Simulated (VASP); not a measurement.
# BeTe (F-43m) in VASP: further runs

BeTe is run at these levels: PBE, r2SCAN; tasks: single point.

Everything below comes from runs of VASP 6.6.1. Logs are shortened: lines on timing, memory, paths and dates and some standing lists are left out, and cuts for length are marked.

## (1) The cell of the first run

Symmetry: F-43m, No. 216, cubic system. Conventional cell: a = 5.657 Å, b = 5.657 Å, c = 5.657 Å, α = 90.00°, β = 90.00°, γ = 90.00°. Within 3.2 Å of Be (site symmetry -43m) lie 4 Te at 2.45 Å. Within 3.2 Å of Te (site symmetry -43m) lie 4 Be at 2.45 Å.

## (2) Single point, PBE

INCAR

```
SYSTEM = BeTe
PREC = Accurate ; ENCUT = 520
EDIFF = 1E-6 ; ISMEAR = 0
SIGMA = 0.01 ; LREAL = .FALSE.
LASPH = .TRUE. ; NELM = 80
ALGO = Normal ; ISIF = 2
LWAVE = .FALSE. ; LCHARG = .FALSE.
GGA = PE ; NBANDS = 11
```

KPOINTS

```
regular mesh
0
G
  6 6 6
  0 0 0
```

POSCAR

```
BeTe
1.0
    0.0000000000      2.8286199459      2.8286199459
    2.8286199459      0.0000000000      2.8286199459
    2.8286199459      2.8286199459      0.0000000000
Be Te
1 1
Direct
    0.0000000000      0.0000000000      0.0000000000
    0.7500000000      0.7500000000      0.7500000000
```

Potentials or basis: VASP PAW PBE potentials, release 64 (Be, Te).

Command:

```console
> cat potpaw_PBE.64/Be/POTCAR potpaw_PBE.64/Te/POTCAR > POTCAR
> mpirun -np 1 vasp_std > vasp.out
```

OUTCAR:

```text
SYSTEM = BeTe
   PREC = Accurate
   ENCUT = 520
   EDIFF = 1E-6
   ISMEAR = 0
   LREAL = .FALSE.
   LASPH = .TRUE.
   NELM = 80
   ISIF = 2
   GGA = PE

 ion  position               nearest neighbor table
   1  0.000  0.000  0.000-   2 2.45   2 2.45   2 2.45   2 2.45
   2  0.750  0.750  0.750-   1 2.45   1 2.45   1 2.45   1 2.45

  LATTYP: Found a face centered cubic cell.
 ALAT       =     5.6572398918

  Lattice vectors:

 A1 = (   0.0000000000,   2.8286199459,   2.8286199459)
 A2 = (   2.8286199459,   0.0000000000,   2.8286199459)
 A3 = (   2.8286199459,   2.8286199459,   0.0000000000)

Analysis of symmetry for initial positions (statically):
=====================================================================
 Subroutine PRICEL returns:
 Original cell was already a primitive cell.

 Routine SETGRP: Setting up the symmetry group for a
 face centered cubic supercell.

 Subroutine GETGRP returns: Found 24 space group operations
 (whereof 24 operations were pure point group operations)
 out of a pool of 48 trial point group operations.

The static configuration has the point symmetry T_d .

Analysis of symmetry for dynamics (positions and initial velocities):
=====================================================================
 Subroutine PRICEL returns:
 Original cell was already a primitive cell.

 Routine SETGRP: Setting up the symmetry group for a
 face centered cubic supercell.

 Subroutine GETGRP returns: Found 24 space group operations
 (whereof 24 operations were pure point group operations)
 out of a pool of 48 trial point group operations.

The dynamic configuration has the point symmetry T_d .

 Subroutine INISYM returns: Found 24 space group operations
 (whereof 24 operations are pure point group operations),
 and found     1 'primitive' translations

----------------------------------------------------------------------------------------

                                     Primitive cell

  volume of cell :      45.2641

  direct lattice vectors                    reciprocal lattice vectors
     0.000000000  2.828619946  2.828619946    -0.176764645  0.176764645  0.176764645
     2.828619946  0.000000000  2.828619946     0.176764645 -0.176764645  0.176764645
     2.828619946  2.828619946  0.000000000     0.176764645  0.176764645 -0.176764645

  length of vectors
     4.000272690  4.000272690  4.000272690     0.306165346  0.306165346  0.306165346

  position of ions in fractional coordinates (direct lattice)
     0.000000000  0.000000000  0.000000000
     0.750000000  0.750000000  0.750000000

  ion indices of the primitive-cell ions
   primitive index   ion index
                 1           1
                 2           2

----------------------------------------------------------------------------------------

 KPOINTS: regular mesh

Automatic generation of k-mesh.
 Grid dimensions read from file:
 generate k-points for:    6    6    6

 Generating k-lattice:

  Cartesian coordinates                     Fractional coordinates (reciprocal lattice)
    -0.029460774  0.029460774  0.029460774     0.166666667  0.000000000  0.000000000
     0.029460774 -0.029460774  0.029460774     0.000000000  0.166666667  0.000000000
     0.029460774  0.029460774 -0.029460774     0.000000000  0.000000000  0.166666667

  Length of vectors
     0.051027558  0.051027558  0.051027558

  Shift w.r.t. Gamma in fractional coordinates (k-lattice)
     0.000000000  0.000000000  0.000000000

 Subroutine IBZKPT returns following result:
 ===========================================

 Found     16 irreducible k-points:

 Following reciprocal coordinates:
            Coordinates               Weight
  0.000000  0.000000  0.000000      1.000000
  0.166667  0.000000  0.000000      8.000000
  0.333333  0.000000  0.000000      8.000000
  0.500000  0.000000  0.000000      4.000000
  0.166667  0.166667  0.000000      6.000000
  0.333333  0.166667  0.000000     24.000000
[... 8 lines left out ...]
 -0.333333  0.333333  0.166667     24.000000
 -0.333333  0.500000  0.166667     12.000000
   k-points           NKPTS =     16   k-points in BZ     NKDIM =     16   number of bands    NBANDS=     11
   number of dos      NEDOS =    301   number of ions     NIONS =      2
   total plane-waves  NPLWV =  27000
   dimension x,y,z NGX =    30 NGY =   30 NGZ =   30
   dimension x,y,z NGXF=    60 NGYF=   60 NGZF=   60
   ions per type =               1   1
   NGX,Y,Z   is equivalent  to a cutoff of  12.47, 12.47, 12.47 a.u.
   NGXF,Y,Z  is equivalent  to a cutoff of  24.94, 24.94, 24.94 a.u.
 SYSTEM =  BeTe
   PREC   = accura    normal or accurate (medium, high low for compatibility)
   ISTART =      0    job   : 0-new  1-cont  2-samecut
   ICHARG =      2    charge: 1-file 2-atom 10-const
   ISPIN  =      1    spin polarized calculation?
   LNONCOLLINEAR =      F non collinear calculations
   LSORBIT =      F    spin-orbit coupling
   LASPH  =      T    aspherical Exc in radial PAW
   ENCUT  =  520.0 eV  38.22 Ry    6.18 a.u.   7.44  7.44  7.44*2*pi/ulx,y,z
   NELM   =     80;   NELMIN=  2; NELMDL= -5     # of ELM steps
   EDIFF  = 0.1E-05   stopping-criterion for ELM
   LREAL  =      F    real-space projection
[... 7 lines left out ...]
   TEBEG  =    0.0;   TEEND  =   0.0 temperature during run
   PSTRESS=    0.0 pullay stress
   NELECT =       8.0000    total number of electrons
   NUPDOWN=      -1.0000    fix difference up-down
   EMIN   =  10.00;   EMAX   =-10.00  energy-range for DOS
   EFERMI =   0.00;   METHOD = LEGACY
   ISMEAR =     0;   SIGMA  =   0.01  broadening in eV -4-tet -1-fermi 0-gaus
   EFERMI_NEDOS =   21; number of points for ismear=-14 and -15
   IALGO  =     38    algorithm
   IMIX   =      4    mixing-type and parameters
     AMIX     =   0.40;   BMIX     =  1.00
     AMIX_MAG =   1.60;   BMIX_MAG =  1.00
  volume/ion in A,a.u.               =      22.63       152.73
  Fermi-wavevector in a.u.,A,eV,Ry     =   0.918728  1.736144 11.484146  0.844061
  Thomas-Fermi vector in A             =   2.043842
   LORBIT       =      0    0 simple, 1 ext, 2 COOP (PROOUT), +10 PAW based schemes
   GGA     = PE    functional components
   LHFCALC =     F    Hartree Fock is set to
   AEXX    =    0.0000 exact exchange contribution
   IVDW    =     0    specifies the selected vdW correction
   LEPSILON=     F    determine dielectric tensor
   LRPA    =     F    only Hartree local field effects (RPA)
 non-spin polarized calculation
 Gauss-broadening in eV      SIGMA  =   0.01
  energy-cutoff  :      520.00
  volume of cell :       45.26
 maximum number of plane-waves:      1243
 NGX is ok and might be reduce to    30
   NGX = 15   NGY = 15   NGZ = 15

 number of electron       8.0000000 magnetization

 Free energy of the ion-electron system (eV)
  ---------------------------------------------------
  ext. energy  EPLUGINS =         0.00000000
  ---------------------------------------------------
  free energy    TOTEN  =        -7.61857810 eV

  energy without entropy =       -7.61857810  energy(sigma->0) =       -7.61857810

 E-fermi :   5.0678     XC(G=0):  -9.0015

 val. band max:        4.9493727063   @ k =   0.0000   0.0000   0.0000
 cond. band min:       6.9545364139   @ k =   0.5000   0.5000   0.0000
 fundamental gap:      2.0051637076
 Fermi energy:         5.0677857133

 k-point     1 :       0.0000    0.0000    0.0000
  band No.  band energies     occupation
      1      -7.2597      2.00000
      2       4.9494      2.00000
      3       4.9494      2.00000
      4       4.9494      2.00000
      5       8.5687      0.00000
      6       8.5687      0.00000
      7       8.5687      0.00000
      8       8.6729      0.00000
      9      13.2453      0.00000
     10      15.1649      0.00000
     11      15.1649      0.00000

 k-point     2 :       0.1667    0.0000    0.0000
  band No.  band energies     occupation
      1      -7.0061      2.00000
      2       2.9831      2.00000
      3       4.5793      2.00000
      4       4.5793      2.00000
      5       8.3889      0.00000
      6       9.1014      0.00000
      7       9.1014      0.00000
      8      10.6520      0.00000
      9      13.8706      0.00000
     10      14.0264      0.00000
     11      14.0264      0.00000

 k-point     3 :       0.3333    0.0000    0.0000
  band No.  band energies     occupation
      1      -6.3740      2.00000
      2       0.5590      2.00000
      3       4.0481      2.00000
      4       4.0481      2.00000
      5       8.1014      0.00000
      6       9.5634      0.00000
      7       9.5634      0.00000
      8      12.6939      0.00000
      9      14.2461      0.00000
     10      14.5332      0.00000
     11      14.5332      0.00000

 k-point     4 :       0.5000    0.0000    0.0000
  band No.  band energies     occupation
      1      -5.9482      2.00000
      2      -0.5065      2.00000
      3       3.8389      2.00000
      4       3.8389      2.00000
      5       7.9889      0.00000
      6       9.5435      0.00000
      7       9.5435      0.00000
      8      12.7718      0.00000
      9      15.8290      0.00000
     10      16.4014      0.00000
     11      16.4014      0.00000
[... 127 lines left out ...]
 k-point    14 :       0.5000    0.3333    0.1667
  band No.  band energies     occupation
      1      -5.8974      2.00000
      2       0.6155      2.00000
      3       1.9538      2.00000
      4       3.0050      2.00000
      5       8.9015      0.00000
      6       9.9052      0.00000
      7      10.1597      0.00000
      8      12.6029      0.00000
      9      14.9498      0.00000
     10      15.3400      0.00000
     11      17.5554      0.00000

 k-point    15 :      -0.3333    0.3333    0.1667
  band No.  band energies     occupation
      1      -5.5820      2.00000
      2       0.1754      2.00000
      3       1.5236      2.00000
      4       2.5913      2.00000
      5       9.4419      0.00000
      6       9.6314      0.00000
      7      11.8132      0.00000
      8      12.0978      0.00000
      9      13.6081      0.00000
     10      16.7704      0.00000
     11      17.4527      0.00000

 k-point    16 :      -0.3333    0.5000    0.1667
  band No.  band energies     occupation
      1      -5.4452      2.00000
      2       0.2316      2.00000
      3       1.6276      2.00000
      4       1.9257      2.00000
      5       8.6685      0.00000
      6       9.2209      0.00000
      7      12.2403      0.00000
      8      12.5101      0.00000
      9      15.8017      0.00000
     10      16.6273      0.00000
     11      17.7271      0.00000

------------------------ aborting loop because EDIFF is reached ----------------------------------------

  FORCE on cell =-STRESS in cart. coord.  units (eV):
  Direction    XX          YY          ZZ          XY          YZ          ZX
  --------------------------------------------------------------------------------------
  -------------------------------------------------------------------------------------
  Total        0.1063207      0.1063207      0.1063207      0.0000000      0.0000000      0.0000000
  in kB        3.7633499      3.7633499      3.7633499      0.0000000      0.0000000      0.0000000
  external PRESSURE =       3.7633499 kB  Pullay stress =       0.0000000 kB

 VOLUME and BASIS-vectors are now :
 -----------------------------------------------------------------------------
  energy-cutoff  :      520.00
  volume of cell :       45.26
      direct lattice vectors                 reciprocal lattice vectors
     0.000000000  2.828619946  2.828619946    -0.176764645  0.176764645  0.176764645
     2.828619946  0.000000000  2.828619946     0.176764645 -0.176764645  0.176764645
     2.828619946  2.828619946  0.000000000     0.176764645  0.176764645 -0.176764645

 POSITION                                       TOTAL-FORCE (eV/Angst)
 -----------------------------------------------------------------------------------
      0.00000      0.00000      0.00000         0.000000      0.000000      0.000000
      4.24293      4.24293      4.24293        -0.000000     -0.000000     -0.000000
 -----------------------------------------------------------------------------------
    total drift:                               -0.000000     -0.000000     -0.000000

  FREE ENERGIE OF THE ION-ELECTRON SYSTEM (eV)
  ---------------------------------------------------
  free  energy   TOTEN  =        -7.6185780957 eV

  energy  without entropy=       -7.6185780957  energy(sigma->0) =       -7.61857810
```

Run time: 12 s. Hardware: 1 thread of AMD EPYC 7R43 (Zen 3), shared host; peak memory 0.13 GiB.

What came out:

```
Free energy            : -7.6186 eV
Pressure               : 0.4 GPa
Band gap on the k mesh : 2.01 eV, indirect (least direct gap 3.62 eV)
```

Levels at points of the mesh, in eV from the valence-band top:
| k point | band 2 | band 3 | band 4 | band 5 | band 6 | band 7 |
| --- | --- | --- | --- | --- | --- | --- |
| (0.00, 0.00, 0.00) | 0.00 | 0.00 | 0.00 | 3.62 | 3.62 | 3.62 |
| (0.50, 0.00, 0.00) | -5.46 | -1.11 | -1.11 | 3.04 | 4.59 | 4.59 |
| (0.50, 0.50, 0.00) | -5.04 | -2.60 | -2.60 | 2.01 | 2.68 | 9.62 |

Caveat: spin-orbit coupling is left out, which moves the levels of the heavy elements. As with any semilocal functional, this PBE gap is likely too small.

## (3) Single point, PBE

INCAR

```
PREC = Accurate
ENCUT = 520
EDIFF = 1E-6
ISMEAR = 0
SIGMA = 0.01
LREAL = False
LASPH = True
NELM = 100
ALGO = Normal
ISIF = 2
LWAVE = False
LCHARG = False
GGA = PE
NBANDS = 11
```

KPOINTS

```
Automatic mesh
0
Gamma
  6 6 6
```

POSCAR is that of step 2.

Potentials or basis: VASP PAW PBE potentials, release 64 (Be, Te).

Command:

```console
> cat potpaw_PBE.64/Be/POTCAR potpaw_PBE.64/Te/POTCAR > POTCAR
> mpirun -np 1 vasp_std > vasp.out
```

OUTCAR:

```text
PREC = Accurate
   ENCUT = 520
   EDIFF = 1E-6
   ISMEAR = 0
   LREAL = False
   LASPH = True
   NELM = 100
   ISIF = 2
   GGA = PE

 ion  position               nearest neighbor table
   1  0.000  0.000  0.000-   2 2.45   2 2.45   2 2.45   2 2.45
   2  0.750  0.750  0.750-   1 2.45   1 2.45   1 2.45   1 2.45

  LATTYP: Found a face centered cubic cell.
 ALAT       =     5.6572398918

  Lattice vectors:

 A1 = (   0.0000000000,   2.8286199459,   2.8286199459)
 A2 = (   2.8286199459,   0.0000000000,   2.8286199459)
 A3 = (   2.8286199459,   2.8286199459,   0.0000000000)

Analysis of symmetry for initial positions (statically):
=====================================================================
 Subroutine PRICEL returns:
 Original cell was already a primitive cell.

 Routine SETGRP: Setting up the symmetry group for a
 face centered cubic supercell.

 Subroutine GETGRP returns: Found 24 space group operations
 (whereof 24 operations were pure point group operations)
 out of a pool of 48 trial point group operations.

The static configuration has the point symmetry T_d .

[... 161 lines left out ...]
      1      -7.2597      2.00000
      2       4.9494      2.00000
      3       4.9494      2.00000
      4       4.9494      2.00000
      5       8.5687      0.00000
      6       8.5687      0.00000
      7       8.5687      0.00000
      8       8.6729      0.00000
      9      13.2453      0.00000
     10      15.1649      0.00000
     11      15.1649      0.00000
[... 197 lines left out ...]
 k-point    16 :      -0.3333    0.5000    0.1667
  band No.  band energies     occupation
      1      -5.4452      2.00000
      2       0.2316      2.00000
      3       1.6276      2.00000
      4       1.9257      2.00000
      5       8.6685      0.00000
      6       9.2209      0.00000
      7      12.2403      0.00000
      8      12.5101      0.00000
      9      15.8017      0.00000
     10      16.6273      0.00000
     11      17.7271      0.00000

------------------------ aborting loop because EDIFF is reached ----------------------------------------

  FORCE on cell =-STRESS in cart. coord.  units (eV):
  Direction    XX          YY          ZZ          XY          YZ          ZX
  --------------------------------------------------------------------------------------
  -------------------------------------------------------------------------------------
  Total        0.1063207      0.1063207      0.1063207      0.0000000      0.0000000      0.0000000
  in kB        3.7633499      3.7633499      3.7633499      0.0000000      0.0000000      0.0000000
  external PRESSURE =       3.7633499 kB  Pullay stress =       0.0000000 kB

 VOLUME and BASIS-vectors are now :
 -----------------------------------------------------------------------------
  energy-cutoff  :      520.00
  volume of cell :       45.26
      direct lattice vectors                 reciprocal lattice vectors
     0.000000000  2.828619946  2.828619946    -0.176764645  0.176764645  0.176764645
     2.828619946  0.000000000  2.828619946     0.176764645 -0.176764645  0.176764645
     2.828619946  2.828619946  0.000000000     0.176764645  0.176764645 -0.176764645

 POSITION                                       TOTAL-FORCE (eV/Angst)
 -----------------------------------------------------------------------------------
      0.00000      0.00000      0.00000         0.000000      0.000000      0.000000
      4.24293      4.24293      4.24293        -0.000000     -0.000000     -0.000000
 -----------------------------------------------------------------------------------
    total drift:                               -0.000000     -0.000000     -0.000000

  FREE ENERGIE OF THE ION-ELECTRON SYSTEM (eV)
  ---------------------------------------------------
  free  energy   TOTEN  =        -7.6185780957 eV

  energy  without entropy=       -7.6185780957  energy(sigma->0) =       -7.61857810
```

It took 13 s on 1 thread of AMD EPYC 7R43 (Zen 3), shared host; peak memory 0.13 GiB.

Results:

```yaml
Free_energy: -7.6186 eV
Pressure: 0.4 GPa
Band_gap_on_the_k_mesh: 2.01 eV, indirect (least direct gap 3.62 eV)
```

Caveat: spin-orbit coupling is left out, which moves the levels of the heavy elements.

(Continued in part 2 of 2.)
